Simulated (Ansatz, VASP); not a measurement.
# One calculation of WS2, two programs

```
W S
1.0
     3.28338    0.00000    0.00000
    -1.64169    2.84349    0.00000
     0.00000    0.00000   23.09604
W S
3 6
Direct
  0.66667 0.33333 0.33266
  0.33333 0.66667 0.66599
  0.00000 0.00000 0.99932
  0.33333 0.66667 0.26602
  0.66667 0.33333 0.06596
  0.00000 0.00000 0.59935
  0.33333 0.66667 0.39929
  0.66667 0.33333 0.93269
  0.00000 0.00000 0.73262
```

Change from the starting cell: equal strain along all axes, cell held, atoms relaxed: +3.0 %.

Alike in both runs: functional PBE; k mesh 12 × 12 × 2; occupations gaussian, width 0.02 eV; no spin polarisation.

Ansatz relaxed the structure, and its values are those at the end. VASP's run is a single point on that final structure, the one shown.

```csv
,VASP,Ansatz
version,VASP 6.6.1,Ansatz 0.2.0
potentials or method,"VASP PAW PBE potentials, release 64 (W_sv, S), cutoff 520 eV","scalar-relativistic, plane waves, PAW"
valence electrons in the cell,78,78
```

```tsv
	VASP	Ansatz	Ansatz less VASP
gap on the k mesh at the Fermi level (eV)	0.99	0.98	-0.013
least direct gap on the mesh (eV)	1.46	1.46	-0.002
pressure (GPa)	-4.1	-4.1	+0.05
```

Ansatz's warnings: stress scf threshold loose.

Spin-orbit coupling is off throughout.
